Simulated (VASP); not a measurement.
# InSb (F-43m) in VASP: notebook

Runs on InSb. Level: PBE. Tasks: single point, relaxation of cell and atoms.

All numbers are computed with VASP 6.6.1; they aren't measurements. Logs are shortened: lines on timing, memory, paths and dates and some standing lists are left out, and cuts for length are marked.

## (1) The cell of the first run

Symmetry: F-43m, No. 216, cubic system. Conventional cell: a = 6.434 Å, b = 6.434 Å, c = 6.434 Å, α = 90.00°, β = 90.00°, γ = 90.00°. In (site symmetry -43m) has 4 Sb at 2.79 Å within 3.7 Å. Within 3.7 Å of Sb (site symmetry -43m) lie 4 In at 2.79 Å.

## (2) Single point, PBE (equal strain along all axes, cell held: -3.0 %)

File INCAR:

```
SYSTEM = InSb
  PREC = Accurate
  ENCUT = 520
  EDIFF = 1E-6
  ISMEAR = 0
  SIGMA = 0.1
  LREAL = .FALSE.
  LASPH = .TRUE.
  NELM = 80
  ALGO = Normal
  ISIF = 2
  LWAVE = .FALSE.
  LCHARG = .FALSE.
  GGA = PE
  NBANDS = 26
```

File KPOINTS:

```
Automatic mesh
0
G
  12 12 8
  0 0 0
```

File POSCAR:

```
InSb
1.0
    3.2171123866      3.2171123866      0.0000000000
   -3.2171123866      3.2171123866      0.0000000000
    0.0000000000      0.0000000000      6.4342247731
In Sb
2 2
Direct
    0.0000000000      0.0000000000      0.0000000000
    0.5000000000      0.5000000000      0.5000000000
    0.5000000000      0.0000000000      0.7500000000
    0.0000000000      0.5000000000      0.2500000000
```

Potentials or basis: VASP PAW PBE potentials, release 64 (In_d, Sb).

The run is started by

```
cat potpaw_PBE.64/In_d/POTCAR potpaw_PBE.64/Sb/POTCAR > POTCAR
mpirun -np 1 vasp_std > vasp.out
```

OUTCAR:

```text
SYSTEM = InSb
   PREC = Accurate
   ENCUT = 520
   EDIFF = 1E-6
   ISMEAR = 0
   LREAL = .FALSE.
   LASPH = .TRUE.
   NELM = 80
   ISIF = 2
   GGA = PE

 ion  position               nearest neighbor table
   1  0.000  0.000  0.000-   3 2.79   4 2.79   4 2.79   3 2.79
   2  0.500  0.500  0.500-   3 2.79   4 2.79   3 2.79   4 2.79
   3  0.500  0.000  0.750-   1 2.79   2 2.79   2 2.79   1 2.79
   4  0.000  0.500  0.250-   1 2.79   2 2.79   1 2.79   2 2.79

  LATTYP: Found a simple tetragonal cell.
 ALAT       =     4.5496839688
 C/A-ratio  =     1.4142135624

  Lattice vectors:

 A1 = (   3.2171123866,   3.2171123866,   0.0000000000)
 A2 = (  -3.2171123866,   3.2171123866,   0.0000000000)
 A3 = (   0.0000000000,   0.0000000000,   6.4342247731)

Analysis of symmetry for initial positions (statically):
=====================================================================
 Subroutine PRICEL returns following result:

  LATTYP: Found a face centered cubic cell.
 ALAT       =     6.4342247732

  Lattice vectors:

 A1 = (   0.0000000000,  -3.2171123866,  -3.2171123866)
 A2 = (   3.2171123866,   0.0000000000,  -3.2171123866)
 A3 = (   3.2171123866,  -3.2171123866,   0.0000000000)

   2 primitive cells build up your supercell.

 Routine SETGRP: Setting up the symmetry group for a
 simple tetragonal supercell.

 Subroutine GETGRP returns: Found  8 space group operations
 (whereof  8 operations were pure point group operations)
 out of a pool of 16 trial point group operations.

The static configuration has the point symmetry D_2d.

Analysis of symmetry for dynamics (positions and initial velocities):
=====================================================================
 Subroutine PRICEL returns following result:

  LATTYP: Found a face centered cubic cell.
 ALAT       =     6.4342247732

  Lattice vectors:

 A1 = (   0.0000000000,  -3.2171123866,  -3.2171123866)
 A2 = (   3.2171123866,   0.0000000000,  -3.2171123866)
 A3 = (   3.2171123866,  -3.2171123866,   0.0000000000)

   2 primitive cells build up your supercell.

 Routine SETGRP: Setting up the symmetry group for a
 simple tetragonal supercell.

 Subroutine GETGRP returns: Found  8 space group operations
 (whereof  8 operations were pure point group operations)
 out of a pool of 16 trial point group operations.

The dynamic configuration has the point symmetry D_2d.

 Subroutine INISYM returns: Found  8 space group operations
 (whereof  8 operations are pure point group operations),
 and found     2 'primitive' translations

----------------------------------------------------------------------------------------

                                     Primitive cell

  volume of cell :      66.5930

  direct lattice vectors                    reciprocal lattice vectors
     0.000000000 -3.217112387 -3.217112387    -0.155418879 -0.155418879 -0.155418879
     3.217112387  0.000000000 -3.217112387     0.155418879  0.155418879 -0.155418879
     3.217112387 -3.217112387  0.000000000     0.155418879 -0.155418879  0.155418879

  length of vectors
     4.549683969  4.549683969  4.549683969     0.269193394  0.269193394  0.269193394

  position of ions in fractional coordinates (direct lattice)
     0.000000000  0.000000000  0.000000000
     0.750000000  0.750000000  0.750000000

  ion indices of the primitive-cell ions
   primitive index   ion index
                 1           1
                 2           3

----------------------------------------------------------------------------------------

 KPOINTS: Automatic mesh

Automatic generation of k-mesh.
 Grid dimensions read from file:
 generate k-points for:   12   12    8

 Generating k-lattice:

  Cartesian coordinates                     Fractional coordinates (reciprocal lattice)
     0.012951573  0.012951573  0.000000000     0.083333333  0.000000000  0.000000000
    -0.012951573  0.012951573  0.000000000     0.000000000  0.083333333  0.000000000
     0.000000000  0.000000000  0.019427360     0.000000000  0.000000000  0.125000000

  Length of vectors
     0.018316291  0.018316291  0.019427360

  Shift w.r.t. Gamma in fractional coordinates (k-lattice)
     0.000000000  0.000000000  0.000000000

 Subroutine IBZKPT returns following result:
 ===========================================

 Found    140 irreducible k-points:

 Following reciprocal coordinates:
            Coordinates               Weight
  0.000000  0.000000  0.000000      1.000000
  0.083333  0.000000  0.000000      4.000000
  0.166667  0.000000  0.000000      4.000000
  0.250000  0.000000  0.000000      4.000000
  0.333333  0.000000  0.000000      4.000000
  0.416667  0.000000  0.000000      4.000000
[... 16 lines left out ...]
  0.333333  0.333333  0.000000      4.000000
  0.416667  0.333333  0.000000      8.000000
 [... further k-points ...]
   k-points           NKPTS =    140   k-points in BZ     NKDIM =    140   number of bands    NBANDS=     26
   number of dos      NEDOS =    301   number of ions     NIONS =      4
   total plane-waves  NPLWV =  62208
   dimension x,y,z NGX =    36 NGY =   36 NGZ =   48
   dimension x,y,z NGXF=    72 NGYF=   72 NGZF=   96
   ions per type =               2   2
   NGX,Y,Z   is equivalent  to a cutoff of  13.15, 13.15, 12.40 a.u.
   NGXF,Y,Z  is equivalent  to a cutoff of  26.31, 26.31, 24.80 a.u.
 SYSTEM =  InSb
   PREC   = accura    normal or accurate (medium, high low for compatibility)
   ISTART =      0    job   : 0-new  1-cont  2-samecut
   ICHARG =      2    charge: 1-file 2-atom 10-const
   ISPIN  =      1    spin polarized calculation?
   LNONCOLLINEAR =      F non collinear calculations
   LSORBIT =      F    spin-orbit coupling
   LASPH  =      T    aspherical Exc in radial PAW
   ENCUT  =  520.0 eV  38.22 Ry    6.18 a.u.   8.46  8.46 11.96*2*pi/ulx,y,z
   NELM   =     80;   NELMIN=  2; NELMDL= -5     # of ELM steps
   EDIFF  = 0.1E-05   stopping-criterion for ELM
   LREAL  =      F    real-space projection
   EDIFFG = 0.1E-04   stopping-criterion for IOM
   NSW    =      0    number of steps for IOM
   IBRION =     -1    ionic relax: 0-MD 1-quasi-New 2-CG
   NFREE  =      0    steps in history (QN), initial steepest desc. (CG)
   ISIF   =      2    stress and relaxation
   ISYM   =      2    0-nonsym 1-usesym 2-fastsym
   POTIM  = 0.5000    time-step for ionic-motion
   TEBEG  =    0.0;   TEEND  =   0.0 temperature during run
   PSTRESS=    0.0 pullay stress
   NELECT =      36.0000    total number of electrons
   NUPDOWN=      -1.0000    fix difference up-down
   EMIN   =  10.00;   EMAX   =-10.00  energy-range for DOS
   EFERMI =   0.00;   METHOD = LEGACY
   ISMEAR =     0;   SIGMA  =   0.10  broadening in eV -4-tet -1-fermi 0-gaus
   EFERMI_NEDOS =   21; number of points for ismear=-14 and -15
   IALGO  =     38    algorithm
   IMIX   =      4    mixing-type and parameters
     AMIX     =   0.40;   BMIX     =  1.00
     AMIX_MAG =   1.60;   BMIX_MAG =  1.00
  volume/ion in A,a.u.               =      33.30       224.70
  Fermi-wavevector in a.u.,A,eV,Ry     =   1.058497  2.000268 15.244170  1.120415
  Thomas-Fermi vector in A             =   2.193808
   LORBIT       =      0    0 simple, 1 ext, 2 COOP (PROOUT), +10 PAW based schemes
   GGA     = PE    functional components
   LHFCALC =     F    Hartree Fock is set to
   AEXX    =    0.0000 exact exchange contribution
   IVDW    =     0    specifies the selected vdW correction
   LEPSILON=     F    determine dielectric tensor
   LRPA    =     F    only Hartree local field effects (RPA)
 non-spin polarized calculation
 Gauss-broadening in eV      SIGMA  =   0.10
  energy-cutoff  :      520.00
  volume of cell :      133.19
 maximum number of plane-waves:      3624
 NGX is ok and might be reduce to    36
   NGX = 17   NGY = 17   NGZ = 23

 number of electron      36.0000016 magnetization

 Free energy of the ion-electron system (eV)
  ---------------------------------------------------
  ext. energy  EPLUGINS =         0.00000000
  ---------------------------------------------------
  free energy    TOTEN  =       -13.75117997 eV

  energy without entropy =      -13.75096591  energy(sigma->0) =      -13.75107294

 E-fermi :   5.3952     XC(G=0):  -8.7757

 val. band max:        5.3285678412   @ k =   0.0000   0.0000   0.0000
 cond. band min:       5.9031644652   @ k =   0.5000   0.0000   0.5000
 fundamental gap:      0.5745966240
 Fermi energy:         5.3951744738

 k-point     1 :       0.0000    0.0000    0.0000
  band No.  band energies     occupation
      1      -9.4108      2.00000
      2      -9.3241      2.00000
      3      -9.3241      2.00000
      4      -9.3241      2.00000
      5      -9.2764      2.00000
      6      -9.2764      2.00000
[... 18 lines left out ...]
     25      11.0780      0.00000
     26      13.6247      0.00000

 k-point     2 :       0.0833    0.0000    0.0000
  band No.  band energies     occupation
      1      -9.4091      2.00000
      2      -9.3268      2.00000
      3      -9.3233      2.00000
      4      -9.3226      2.00000
      5      -9.2781      2.00000
      6      -9.2771      2.00000
[... 18 lines left out ...]
     25      11.3452      0.00000
     26      13.0703      0.00000

 k-point     3 :       0.1667    0.0000    0.0000
  band No.  band energies     occupation
      1      -9.4047      2.00000
      2      -9.3340      2.00000
      3      -9.3208      2.00000
      4      -9.3184      2.00000
      5      -9.2824      2.00000
      6      -9.2794      2.00000
[... 18 lines left out ...]
     25      11.9939      0.00000
     26      12.3602      0.00000

 k-point     4 :       0.2500    0.0000    0.0000
  band No.  band energies     occupation
      1      -9.3986      2.00000
      2      -9.3443      2.00000
      3      -9.3168      2.00000
      4      -9.3129      2.00000
      5      -9.2876      2.00000
      6      -9.2830      2.00000
[... 18 lines left out ...]
     25      11.6726      0.00000
     26      11.8284      0.00000

 k-point     5 :       0.3333    0.0000    0.0000
  band No.  band energies     occupation
      1      -9.3917      2.00000
      2      -9.3558      2.00000
      3      -9.3117      2.00000
      4      -9.3075      2.00000
      5      -9.2925      2.00000
      6      -9.2878      2.00000
[... 18 lines left out ...]
     25      11.1077      0.00000
     26      11.3274      0.00000

 k-point     6 :       0.4167    0.0000    0.0000
  band No.  band energies     occupation
      1      -9.3844      2.00000
      2      -9.3668      2.00000
      3      -9.3058      2.00000
      4      -9.3031      2.00000
      5      -9.2964      2.00000
      6      -9.2934      2.00000
[... 427 lines left out ...]
 k-point    21 :       0.4167    0.2500    0.0000
  band No.  band energies     occupation
      1      -9.3968      2.00000
      2      -9.3890      2.00000
      3      -9.2914      2.00000
      4      -9.2906      2.00000
      5      -9.2893      2.00000
      6      -9.2819      2.00000
[... 18 lines left out ...]
     25      11.8180      0.00000
     26      12.1942      0.00000

 k-point    22 :       0.5000    0.2500    0.0000
  band No.  band energies     occupation
      1      -9.3944      2.00000
      2      -9.3944      2.00000
      3      -9.2900      2.00000
      4      -9.2900      2.00000
      5      -9.2850      2.00000
      6      -9.2850      2.00000
[... 18 lines left out ...]
     25      12.3431      0.00000
     26      12.3431      0.00000

 k-point    23 :       0.3333    0.3333    0.0000
  band No.  band energies     occupation
      1      -9.4008      2.00000
      2      -9.3909      2.00000
      3      -9.2886      2.00000
      4      -9.2886      2.00000
      5      -9.2883      2.00000
      6      -9.2788      2.00000
[... 18 lines left out ...]
     25      11.8580      0.00000
     26      11.8581      0.00000

 k-point    24 :       0.4167    0.3333    0.0000
  band No.  band energies     occupation
      1      -9.4032      2.00000
      2      -9.3986      2.00000
      3      -9.2848      2.00000
      4      -9.2844      2.00000
      5      -9.2838      2.00000
      6      -9.2789      2.00000
[... 18 lines left out ...]
     25      12.4267      0.00000
     26      12.4541      0.00000

 [... further k-points ...]

------------------------ aborting loop because EDIFF is reached ----------------------------------------

  FORCE on cell =-STRESS in cart. coord.  units (eV):
  Direction    XX          YY          ZZ          XY          YZ          ZX
  --------------------------------------------------------------------------------------
  -------------------------------------------------------------------------------------
  Total        3.5099039      3.5099039      3.5082107      0.0000000      0.0000000     -0.0000000
  in kB       42.2228087     42.2228087     42.2024399      0.0000000      0.0000000     -0.0000000
  external PRESSURE =      42.2160191 kB  Pullay stress =       0.0000000 kB

 VOLUME and BASIS-vectors are now :
 -----------------------------------------------------------------------------
  energy-cutoff  :      520.00
  volume of cell :      133.19
      direct lattice vectors                 reciprocal lattice vectors
     3.217112387  3.217112387  0.000000000     0.155418879  0.155418879  0.000000000
    -3.217112387  3.217112387  0.000000000    -0.155418879  0.155418879  0.000000000
     0.000000000  0.000000000  6.434224773     0.000000000  0.000000000  0.155418879

 POSITION                                       TOTAL-FORCE (eV/Angst)
 -----------------------------------------------------------------------------------
      0.00000      0.00000      0.00000         0.000000      0.000000      0.000000
      0.00000      3.21711      3.21711        -0.000000     -0.000000     -0.000000
      1.60856      1.60856      4.82567        -0.000000     -0.000000      0.000000
     -1.60856      1.60856      1.60856        -0.000000     -0.000000      0.000000
 -----------------------------------------------------------------------------------
    total drift:                               -0.000000      0.000000      0.000000

  FREE ENERGIE OF THE ION-ELECTRON SYSTEM (eV)
  ---------------------------------------------------
  free  energy   TOTEN  =       -13.7511799719 eV

  energy  without entropy=      -13.7509659095  energy(sigma->0) =      -13.75107294
```

It took 7 min on 1 thread of AMD EPYC 7R13, shared host; peak memory 0.51 GiB.

What came out:

```
Free energy            : -13.7512 eV
Pressure               : 4.2 GPa
Band gap on the k mesh : zero (filled and empty bands touch)
```

Caveat: the cell differs from its parent crystal (equal strain along all axes, cell held: -3.0 %); the cell stands under pressure; semilocal functionals underestimate gaps, and a narrow one can read as zero; spin-orbit coupling is left out, which moves the levels of the heavy elements.

## (3) Single point, PBE (equal strain along all axes, cell held: -2.0 %)

File INCAR:

```
SYSTEM = InSb
PREC = Accurate
ENCUT = 520
EDIFF = 1E-6
ISMEAR = 0
SIGMA = 0.1
LREAL = .FALSE.
LASPH = .TRUE.
NELM = 80
ALGO = Normal
ISIF = 2
LWAVE = .FALSE.
LCHARG = .FALSE.
GGA = PE
NBANDS = 26
```

KPOINTS is that of step 2.

File POSCAR:

```
InSb
1.0
    3.2502784936      3.2502784936      0.0000000000
   -3.2502784936      3.2502784936      0.0000000000
    0.0000000000      0.0000000000      6.5005569873
In Sb
2 2
Direct
    0.0000000000      0.0000000000      0.0000000000
    0.5000000000      0.5000000000      0.5000000000
    0.5000000000      0.0000000000      0.7500000000
    0.0000000000      0.5000000000      0.2500000000
```

Potentials or basis: VASP PAW PBE potentials, release 64 (In_d, Sb).

The run is started by

```
cat potpaw_PBE.64/In_d/POTCAR potpaw_PBE.64/Sb/POTCAR > POTCAR
mpirun -np 1 vasp_std > vasp.out
```

It took 7.2 min on 1 thread of AMD EPYC 7R13, shared host; peak memory 0.52 GiB.

It converged, with:

```
Free energy            : -13.8397 eV
Pressure               : 2.6 GPa
Band gap on the k mesh : zero (filled and empty bands touch)
```

Levels at points of the mesh, in eV from the Fermi level:
```tsv
k point	band 15	band 16	band 17	band 18	band 19	band 20	band 21	band 22
(0.00, 0.00, 0.00)	-2.30	-0.31	-0.07	-0.07	-0.07	1.27	1.30	2.89
(0.50, 0.00, 0.00)	-2.77	-2.77	-1.11	-1.11	1.95	1.95	4.37	4.37
(0.50, 0.50, 0.00)	-2.30	-2.30	-2.30	-2.30	1.27	1.27	1.30	1.30
(0.00, 0.00, 0.50)	-1.48	-1.48	-1.48	-1.48	1.51	1.51	2.44	2.44
(0.50, 0.00, 0.50)	-1.06	-1.06	-1.06	-1.06	0.45	0.45	3.74	3.74
(0.50, 0.50, 0.50)	-2.89	-2.89	-2.76	-2.76	3.40	3.40	3.92	3.92
```

Caveat: the cell differs from its parent crystal (equal strain along all axes, cell held: -2.0 %); semilocal functionals underestimate gaps, and a narrow one can read as zero; spin-orbit coupling is left out, which moves the levels of the heavy elements.

## (4) Single point, PBE (equal strain along all axes, cell held: -1.0 %)

File INCAR:

```
SYSTEM = InSb
PREC = Accurate
ENCUT = 520
EDIFF = 1E-7
ISMEAR = 0
SIGMA = 0.1
LREAL = .False.
LASPH = .True.
NELM = 100
ALGO = Normal
ISIF = 2
LWAVE = .False.
LCHARG = .True.
GGA = PE
LELF = .True.
LVHAR = .True.
NBANDS = 26
```

File KPOINTS:

```
regular mesh
0
Gamma
  12 12 8
  0 0 0
```

File POSCAR:

```
InSb
1.0
    3.2834446007      3.2834446007      0.0000000000
   -3.2834446007      3.2834446007      0.0000000000
    0.0000000000      0.0000000000      6.5668892014
In Sb
2 2
Direct
    0.0000000000      0.0000000000      0.0000000000
    0.5000000000      0.5000000000      0.5000000000
    0.5000000000      0.0000000000      0.7500000000
    0.0000000000      0.5000000000      0.2500000000
```

The run is started by

```
cat potpaw_PBE.64/In_d/POTCAR potpaw_PBE.64/Sb/POTCAR > POTCAR
mpirun -np 1 vasp_std > vasp.out
```

Run time: 11 min. Hardware: 1 thread of AMD EPYC 7R13, shared host; peak memory 0.54 GiB.

Results (log left out):

```
Free energy            : -13.8903 eV
Pressure               : 1.2 GPa
Band gap on the k mesh : zero (filled and empty bands touch)
```

Levels at points of the mesh, in eV from the Fermi level:
| k point | band 15 | band 16 | band 17 | band 18 | band 19 | band 20 | band 21 | band 22 |
| --- | --- | --- | --- | --- | --- | --- | --- | --- |
| (0.00, 0.00, 0.00) | -2.20 | -0.49 | -0.07 | -0.07 | -0.07 | 1.28 | 1.35 | 2.90 |
| (0.50, 0.00, 0.00) | -2.65 | -2.65 | -1.06 | -1.06 | 1.89 | 1.89 | 4.32 | 4.32 |
| (0.50, 0.50, 0.00) | -2.20 | -2.20 | -2.20 | -2.20 | 1.28 | 1.28 | 1.35 | 1.35 |
| (0.00, 0.00, 0.50) | -1.41 | -1.41 | -1.41 | -1.41 | 1.52 | 1.52 | 2.38 | 2.38 |
| (0.50, 0.00, 0.50) | -1.01 | -1.01 | -1.01 | -1.01 | 0.40 | 0.40 | 3.74 | 3.74 |
| (0.50, 0.50, 0.50) | -2.76 | -2.76 | -2.63 | -2.63 | 3.29 | 3.29 | 3.91 | 3.91 |

Caveat: the cell differs from its parent crystal (equal strain along all axes, cell held: -1.0 %); semilocal functionals underestimate gaps, and a narrow one can read as zero; spin-orbit coupling is left out, which moves the levels of the heavy elements.

(Part 1 of 2 ends here.)

The gap in the log of VASP goes by the Fermi energy; the results here count the filled bands.